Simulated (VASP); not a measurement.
Write the native input for VASP 6.6.1 that does the following.

| Quantity | Value |
| --- | --- |
| Task | single point |
| Functional | PBE |
| Potentials or basis | VASP PAW PBE potentials, release 64 (Be, Sn_d, Au) |
| Cutoff | 520 eV |
| k mesh | 8 × 8 × 8 |
| Occupations | gaussian, width 0.1 eV |
| Spin | no spin polarisation |
| Dipole correction | no |
| Further INCAR settings | ALGO = Normal; EDIFF = 1e-07; NBANDS = 24 |

The structure of Be3SnAu lies in POSCAR:

```
Be3SnAu
1.0
    4.5600817010      0.0000000000      0.0000000000
    0.0000000000      4.5600817010      0.0000000000
    0.0000000000      0.0000000000      4.5600817010
Be Sn Au
3 1 1
Direct
    0.5000000000      0.0000000000      0.0000000000
    0.0000000000      0.5000000000      0.0000000000
    0.0000000000      0.0000000000      0.5000000000
    0.0000000000      0.0000000000      0.0000000000
    0.5000000000      0.5000000000      0.5000000000
```

One way to write it, as run:

INCAR

```
SYSTEM = Be3SnAu
ALGO = Normal
EDIFF = 1E-7
ENCUT = 520
GGA = PE
ISIF = 2
ISMEAR = 0
LASPH = .TRUE.
LCHARG = .TRUE.
LELF = .TRUE.
LREAL = .FALSE.
LVHAR = .TRUE.
LWAVE = .FALSE.
NBANDS = 24
NELM = 100
PREC = Accurate
SIGMA = 0.1
```

KPOINTS

```
k-points
0
G
  8 8 8
  0 0 0
```

Potentials or basis: VASP PAW PBE potentials, release 64 (Be, Sn_d, Au).

Command:

```sh
$ cat potpaw_PBE.64/Be/POTCAR potpaw_PBE.64/Sn_d/POTCAR potpaw_PBE.64/Au/POTCAR > POTCAR
$ mpirun -np 1 vasp_std > vasp.out
```

It gave:

```json
{
  "Pressure": "-0.1 GPa"
}
```

It took 39 s on 1 thread of AMD EPYC 9R45 (Zen 5), with other jobs on the host, peak memory 0.23 GiB.
